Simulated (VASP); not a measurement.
Crystal: Sb4Pt.

```
CELL_PARAMETERS angstrom
-3.40119 3.40119 3.40119
3.40119 -3.40119 3.40119
3.40119 3.40119 -3.40119
ATOMIC_POSITIONS crystal
Sb 0.50000 0.50000 0.50000
Sb 0.00000 0.00000 0.50000
Sb 0.00000 0.50000 0.00000
Sb 0.50000 0.00000 0.00000
Pt 0.00000 0.00000 0.00000
```

| Quantity | Value |
| --- | --- |
| Program | VASP 6.6.1 |
| Task | relaxation of cell and atoms |
| Functional | PBE |
| Potentials or basis | VASP PAW PBE potentials, release 64 (Sb, Pt) |
| Cutoff | 600 eV |
| k mesh | 4 × 4 × 4 |
| Occupations | gaussian, width 0.1 eV |
| Spin | no spin polarisation |

At the start: pressure -5.9 GPa; volume 31.48 Å³/atom.

**Question.** How do energy, volume and symmetry change on relaxing?

**Answer.** Over 3 steps the energy falls by 67.6 meV/atom and the volume is 28.20 Å³/atom (-10.4 %); space group Im-3m (No. 229, to 0.05 Å).

Step by step:
```csv
step,energy change (eV),largest force (eV/Å),pressure (GPa),volume (Å³)
1,0.0000,0.0000,-5.91,157.38
2,-0.2110,0.0000,5.05,132.37
3,-0.3381,0.0000,-0.04,140.99
```

Final structure:
```
Sb Pt
1.0
    -3.27874    3.27874    3.27874
     3.27874   -3.27874    3.27874
     3.27874    3.27874   -3.27874
Sb Pt
4 1
Direct
  0.50000 0.50000 0.50000
  0.00000 0.00000 0.50000
  0.00000 0.50000 0.00000
  0.50000 0.00000 0.00000
  0.00000 0.00000 0.00000
```
